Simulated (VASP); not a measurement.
Set up this calculation in VASP 6.6.1, as the native input.

```yaml
Task: single point
Functional: PBE
Potentials_or_basis: VASP PAW PBE potentials, release 64 (Sn_d, O)
Cutoff: 520 eV
k_mesh: 4 × 4 × 6
Occupations: fermi-dirac, width 0.03 eV
Spin: no spin polarisation
Dipole_correction: no
Further_INCAR_settings: ALGO = Normal; EDIFF = 1e-07; NBANDS = 35
```

The structure of SnO2 lies in POSCAR:

```
SnO2
1.0
    4.7996907017      0.0000000000      0.0000000000
    0.0000000000      4.7996907017      0.0000000000
    0.0000000000      0.0000000000      3.2283311243
Sn O
2 4
Direct
    0.0000000000      0.0000000000      0.0000000000
    0.5000000000      0.5000000000      0.5000000000
    0.3056200000      0.3056200000      0.0000000000
    0.1943800000      0.8056200000      0.5000000000
    0.6943800000      0.6943800000      0.0000000000
    0.8056200000      0.1943800000      0.5000000000
```

This cell differs from its parent crystal: volume scaled by 1.04.

One way to write it, as run:

INCAR

```
SYSTEM = SnO2
  PREC = Accurate
  ENCUT = 520
  EDIFF = 1E-7
  ISMEAR = -1
  SIGMA = 0.03
  LREAL = .FALSE.
  LASPH = .TRUE.
  NELM = 80
  ALGO = Normal
  ISIF = 2
  LWAVE = .FALSE.
  LCHARG = .FALSE.
  GGA = PE
  NBANDS = 35
```

KPOINTS

```
regular mesh
0
G
  4 4 6
  0 0 0
```

Potentials or basis: VASP PAW PBE potentials, release 64 (Sn_d, O).

Command:

```sh
$ cat potpaw_PBE.64/Sn_d/POTCAR potpaw_PBE.64/O/POTCAR > POTCAR
$ mpirun -np 1 vasp_std > vasp.out
```

Results of the run:

The pressure is 3.1 GPa. The largest force is 0.078 eV/Å and the band gap on the k mesh is 0.80 eV, direct.

Caveat: spin-orbit coupling is left out, which moves the levels of the heavy elements.

Run time: 50 s on 1 thread of Intel Xeon 6975P-C (shared host), peak memory 0.2 GiB.
